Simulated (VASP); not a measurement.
Set up this calculation in VASP 6.6.1, as the native input.

```yaml
Task: single point
Functional: PBEsol
Potentials_or_basis: VASP PAW PBE potentials, release 64 (H)
Cutoff: 520 eV
k_mesh: 6 × 6 × 6
Occupations: gaussian, width 0.05 eV
Spin: no spin polarisation
Dipole_correction: no
Further_INCAR_settings: ALGO = Normal; EDIFF = 1e-07; NBANDS = 10
```

The structure of H lies in POSCAR:

```
H
1.0
    2.7021858213     -2.6439119613      0.0000000000
    2.7021858213      2.6439119613      0.0000000000
    0.0000000000      0.0000000000      4.0175634600
H
4
Direct
    0.9532956300      0.0467043700      0.0685088900
    0.4532956300      0.5467043700      0.4314911100
    0.5467043700      0.4532956300      0.5685088900
    0.0467043700      0.9532956300      0.9314911100
```

This cell differs from its parent crystal: strain +0.030 along x and y, -0.030 along z.

One way to write it, as run:

INCAR

```
PREC     = Accurate       # precision mode
ENCUT    = 520            # plane-wave cutoff, eV
EDIFF    = 1E-7           # SCF threshold, eV
ISMEAR   = 0              # smearing method
SIGMA    = 0.05           # smearing width, eV
LREAL    = False          # projectors in reciprocal space
LASPH    = True           # aspherical terms in the spheres
NELM     = 80             # most SCF steps
ALGO     = Normal         # electronic algorithm
ISIF     = 2              # what is computed and relaxed
LWAVE    = False          # write WAVECAR
LCHARG   = False          # write CHGCAR
GGA      = PS             # functional
NBANDS   = 10             # bands
```

KPOINTS

```
Automatic mesh
0
Gamma
  6 6 6
```

Potentials or basis: VASP PAW PBE potentials, release 64 (H).

Run with:

```bash
$ cat potpaw_PBE.64/H/POTCAR > POTCAR
$ mpirun -np 1 vasp_std > vasp.out
```

It gave:

```
Pressure               : 0.8 GPa
Largest force          : 0.698 eV/Å
Band gap on the k mesh : 9.23 eV (least direct gap 9.80 eV)
```

Caveat: the cell differs from its parent crystal (strain +0.030 along x and y, -0.030 along z); this functional lacks dispersion, which holds the molecules together, so the pressure and a relaxed volume are unreliable; the PAW data sets were made with another functional, which shifts forces and pressure a little.

It took 14 s on 1 thread of Intel(R) Xeon(R) Platinum 8375C CPU @ 2.90GHz (Ice Lake) (shared host), peak memory 0.16 GiB.
